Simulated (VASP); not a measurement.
Input of a VASP 6.6.1 run:

The input INCAR:

```
PREC = Accurate
ENCUT = 520
EDIFF = 1E-6
ISMEAR = 0
SIGMA = 0.1
LREAL = False
LASPH = True
NELM = 100
ALGO = Fast
ISIF = 2
LWAVE = False
LCHARG = False
GGA = PE
NBANDS = 38
```

The input KPOINTS:

```
regular mesh
0
Gamma
  8 8 8
```

Contents of POSCAR:

```
NaTa4F
1.0
    0.0000000000      3.9581971932      3.9581971932
    3.9581971932      0.0000000000      3.9581971932
    3.9581971932      3.9581971932      0.0000000000
Na Ta F
1 4 1
Direct
    0.0000000000      0.0000000000      0.0000000000
    0.6285578475      0.6285578475      0.1143264576
    0.6285578475      0.1143264576      0.6285578475
    0.1143264576      0.6285578475      0.6285578475
    0.6285578475      0.6285578475      0.6285578475
    0.2500000000      0.2500000000      0.2500000000
```

Potentials or basis: VASP PAW PBE potentials, release 64 (Na_pv, Ta_pv, F).

Command:

```console
$ cat potpaw_PBE.64/Na_pv/POTCAR potpaw_PBE.64/Ta_pv/POTCAR potpaw_PBE.64/F/POTCAR > POTCAR
$ mpirun -np 1 vasp_std > vasp.out
```

(1) What does it give for the pressure?

(2) Predict the band gap on the k mesh.

## Answers

(1) 0.0 GPa.

(2) zero (bands 29 and 30 overlap by 0.27 eV).

Caveat: spin-orbit coupling is left out, which moves the levels of the heavy elements.
